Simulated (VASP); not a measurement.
# LiF (P6_3mc) in VASP: further runs, part 2 of 2

VASP 6.6.1. The steps go on from the part before.

### 5 Single point, PBE (c/a of the conventional cell at fixed volume 1.6434)

File INCAR:

```
SYSTEM = LiF
PREC = Accurate
ENCUT = 520
EDIFF = 1E-6
ISMEAR = 0
SIGMA = 0.05
LREAL = .FALSE.
LASPH = .TRUE.
NELM = 60
ALGO = Normal
ISIF = 2
LWAVE = .FALSE.
LCHARG = .TRUE.
GGA = PE
LELF = .TRUE.
LVHAR = .TRUE.
NBANDS = 18
```

File KPOINTS:

```
Automatic mesh
0
G
  9 9 6
  0 0 0
```

File POSCAR:

```
LiF
1.0
    3.0774506209      0.0000000000      0.0000000000
   -1.5387253104      2.6651504166      0.0000000000
    0.0000000000      0.0000000000      5.0574823504
Li F
2 2
Direct
    0.3333333333      0.6666666667      0.3606709794
    0.6666666667      0.3333333333      0.8606709794
    0.3333333333      0.6666666667      0.9939266766
    0.6666666667      0.3333333333      0.4939266766
```

Potentials or basis: VASP PAW PBE potentials, release 64 (Li_sv, F).

On the command line:

```bash
$ cat potpaw_PBE.64/Li_sv/POTCAR potpaw_PBE.64/F/POTCAR > POTCAR
$ mpirun -np 1 vasp_std > vasp.out
```

OUTCAR:

```text
SYSTEM = LiF
   PREC = Accurate
   ENCUT = 520
   EDIFF = 1E-6
   ISMEAR = 0
   LREAL = .FALSE.
   LASPH = .TRUE.
   NELM = 60
   ISIF = 2
   GGA = PE

 ion  position               nearest neighbor table
   1  0.333  0.667  0.361-   3 1.85   4 1.90   4 1.90   4 1.90
   2  0.667  0.333  0.861-   4 1.85   3 1.90   3 1.90   3 1.90
   3  0.333  0.667  0.994-   1 1.85   2 1.90   2 1.90   2 1.90
   4  0.667  0.333  0.494-   2 1.85   1 1.90   1 1.90   1 1.90

  LATTYP: Found a hexagonal cell.
 ALAT       =     3.0774506209
 C/A-ratio  =     1.6434000000

  Lattice vectors:

 A1 = (   3.0774506209,   0.0000000000,   0.0000000000)
 A2 = (  -1.5387253104,   2.6651504166,   0.0000000000)
 A3 = (   0.0000000000,   0.0000000000,   5.0574823504)

Analysis of symmetry for initial positions (statically):
=====================================================================
 Subroutine PRICEL returns:
 Original cell was already a primitive cell.

 Routine SETGRP: Setting up the symmetry group for a
 hexagonal supercell.

[... 172 lines left out ...]

 E-fermi :  -2.4093     XC(G=0):  -8.6424

 val. band max:       -2.7271755542   @ k =   0.0000   0.0000   0.0000
 cond. band min:       4.9130094775   @ k =   0.0000   0.0000   0.0000
 fundamental gap:      7.6401850317
 Fermi energy:        -2.4093465175

 k-point     1 :       0.0000    0.0000    0.0000
  band No.  band energies     occupation
      1     -43.2224      2.00000
      2     -43.1914      2.00000
      3     -22.0268      2.00000
      4     -21.8741      2.00000
      5      -4.6424      2.00000
      6      -2.9788      2.00000
[... 481 lines left out ...]
      5      -4.4497      2.00000
      6      -3.8479      2.00000
[... 10 lines left out ...]
     17      15.6165      0.00000
     18      17.7947      0.00000

 [... further k-points ...]

------------------------ aborting loop because EDIFF is reached ----------------------------------------

  FORCE on cell =-STRESS in cart. coord.  units (eV):
  Direction    XX          YY          ZZ          XY          YZ          ZX
  --------------------------------------------------------------------------------------
  -------------------------------------------------------------------------------------
  Total        0.0045723      0.0045723     -0.0863666      0.0000000      0.0000000      0.0000000
  in kB        0.1766029      0.1766029     -3.3358690      0.0000000      0.0000000      0.0000000
  external PRESSURE =      -0.9942210 kB  Pullay stress =       0.0000000 kB

 VOLUME and BASIS-vectors are now :
 -----------------------------------------------------------------------------
  energy-cutoff  :      520.00
  volume of cell :       41.48
      direct lattice vectors                 reciprocal lattice vectors
     3.077450621  0.000000000  0.000000000     0.324944288  0.187606672  0.000000000
    -1.538725310  2.665150417  0.000000000     0.000000000  0.375213344  0.000000000
     0.000000000  0.000000000  5.057482350     0.000000000  0.000000000  0.197726839

 POSITION                                       TOTAL-FORCE (eV/Angst)
 -----------------------------------------------------------------------------------
     -0.00000      1.77677      1.82409        -0.000000      0.000000      0.170976
      1.53873      0.88838      4.35283         0.000000     -0.000000      0.170976
     -0.00000      1.77677      5.02677        -0.000000      0.000000     -0.170976
      1.53873      0.88838      2.49803         0.000000     -0.000000     -0.170976
 -----------------------------------------------------------------------------------
    total drift:                                0.000001      0.000001     -0.000467

  FREE ENERGIE OF THE ION-ELECTRON SYSTEM (eV)
  ---------------------------------------------------
  free  energy   TOTEN  =       -19.2835136378 eV

  energy  without entropy=      -19.2835136378  energy(sigma->0) =      -19.28351364
```

OSZICAR:

```text
N       E                     dE             d eps       ncg     rms          rms(c)
DAV:   1     0.123648890363E+03    0.12365E+03   -0.10689E+04  1728   0.120E+03
DAV:   2    -0.998865313314E+01   -0.13364E+03   -0.13073E+03  1932   0.301E+02
DAV:   3    -0.205975469492E+02   -0.10609E+02   -0.10548E+02  3246   0.629E+01
DAV:   4    -0.207111914061E+02   -0.11364E+00   -0.11335E+00  2194   0.759E+00
DAV:   5    -0.207124105701E+02   -0.12192E-02   -0.12188E-02  2326   0.711E-01    0.737E+00
DAV:   6    -0.192150610385E+02    0.14973E+01   -0.41550E+00  1834   0.153E+01    0.231E+00
DAV:   7    -0.192432204546E+02   -0.28159E-01   -0.13077E-01  1956   0.245E+00    0.151E+00
DAV:   8    -0.192836141011E+02   -0.40394E-01   -0.65093E-02  1986   0.244E+00    0.387E-01
DAV:   9    -0.192823612643E+02    0.12528E-02   -0.72947E-03  2472   0.715E-01    0.102E-01
DAV:  10    -0.192835216152E+02   -0.11604E-02   -0.16367E-03  1886   0.271E-01    0.517E-02
DAV:  11    -0.192835095136E+02    0.12102E-04   -0.60445E-05  2444   0.703E-02    0.104E-02
DAV:  12    -0.192835132608E+02   -0.37472E-05   -0.84566E-06  1898   0.225E-02    0.187E-03
DAV:  13    -0.192835136378E+02   -0.37706E-06   -0.19501E-07  1956   0.344E-03
   1 F= -.19283514E+02 E0= -.19283514E+02  d E =-.338134E-21
```

Run time: 82 s. Hardware: 1 thread of AMD EPYC 7R13, shared host; peak memory 0.14 GiB.

Results:

```
Free energy            : -19.2835 eV
Largest force          : 0.171 eV/Å
Band gap on the k mesh : 7.64 eV, direct
```

Forces on the atoms (eV/Å):
```
Li   0.000  0.000  0.171
Li   0.000  0.000  0.171
F    0.000  0.000 -0.171
F    0.000  0.000 -0.171
```

Caveat: the cutoff is under 1.25 times the usual one of these potentials, so pressure, stress and relaxed cells hold a basis-set (Pulay) error.

### 6 Single point, PBE (c/a of the conventional cell at fixed volume 1.5681)

File INCAR:

```
ALGO = Normal
EDIFF = 1E-6
ENCUT = 520
GGA = PE
ISIF = 2
ISMEAR = 0
LASPH = T
LCHARG = T
LELF = T
LREAL = F
LVHAR = T
LWAVE = F
NBANDS = 18
NELM = 100
PREC = Accurate
SIGMA = 0.05
```

File KPOINTS:

```
k-points
0
Gamma
  9 9 6
```

File POSCAR:

```
LiF
1.0
    3.1259140087      0.0000000000      0.0000000000
   -1.5629570043      2.7071209416      0.0000000000
    0.0000000000      0.0000000000      4.9018781194
Li F
2 2
Direct
    0.3333333333      0.6666666667      0.3912714954
    0.6666666667      0.3333333333      0.8912714954
    0.3333333333      0.6666666667      0.9939266766
    0.6666666667      0.3333333333      0.4939266766
```

Potentials or basis: VASP PAW PBE potentials, release 64 (Li_sv, F).

On the command line:

```bash
$ cat potpaw_PBE.64/Li_sv/POTCAR potpaw_PBE.64/F/POTCAR > POTCAR
$ mpirun -np 1 vasp_std > vasp.out
```

Wall time 79 s (1 thread of AMD EPYC 7R13, shared host); peak memory 0.13 GiB.

Results (log left out):

```yaml
Free_energy: -19.2941 eV
Largest_force: 0.119 eV/Å
Band_gap_on_the_k_mesh: 7.54 eV, direct
```

Forces on the atoms (eV/Å):
```
Li   0.000  0.000 -0.119
Li   0.000  0.000 -0.119
F    0.000  0.000  0.119
F    0.000  0.000  0.119
```

Levels at points of the mesh, in eV from the valence-band top:
```tsv
k point	band 7	band 8	band 9	band 10	band 11	band 12	band 13	band 14
(0.00, 0.00, 0.00)	-0.51	-0.22	-0.21	0.00	7.54	11.76	14.82	18.17
(0.00, 0.00, 0.50)	-0.36	-0.36	-0.36	-0.36	9.22	9.22	17.17	17.17
```

Caveat: the cutoff is under 1.25 times the usual one of these potentials, so pressure, stress and relaxed cells hold a basis-set (Pulay) error. A k mesh can miss the band edges.

### 7 Overview

```tsv
cell	gap on the mesh (eV)	largest force (eV/Å)
a = 3.214, b = 3.214, c = 4.637 Å, angles 90.0, 90.0, 120.0°, 4 atoms	7.51	0.37
a = 3.196, b = 3.196, c = 4.690 Å, angles 90.0, 90.0, 120.0°, 4 atoms	7.64	1.24
a = 3.093, b = 3.093, c = 5.006 Å, angles 90.0, 90.0, 120.0°, 4 atoms	7.54	1.23
a = 3.077, b = 3.077, c = 5.057 Å, angles 90.0, 90.0, 120.0°, 4 atoms	7.64	0.17
a = 3.126, b = 3.126, c = 4.902 Å, angles 90.0, 90.0, 120.0°, 4 atoms	7.54	0.12
```

Alike in all rows: task single point; level PBE; potentials or basis VASP PAW PBE potentials, release 64 (Li_sv, F); no spin polarisation; k mesh 9 × 9 × 6; cutoff (eV) 520; smearing gaussian 0.05 eV.

Caveats: the cutoff is under 1.25 times the usual one of these potentials, so pressure, stress and relaxed cells hold a basis-set (Pulay) error; forces of over 1 eV/Å act on the atoms, so gaps and moduli don't describe the material at rest (some runs).

Absolute energies hang on the potentials; compare differences alone.
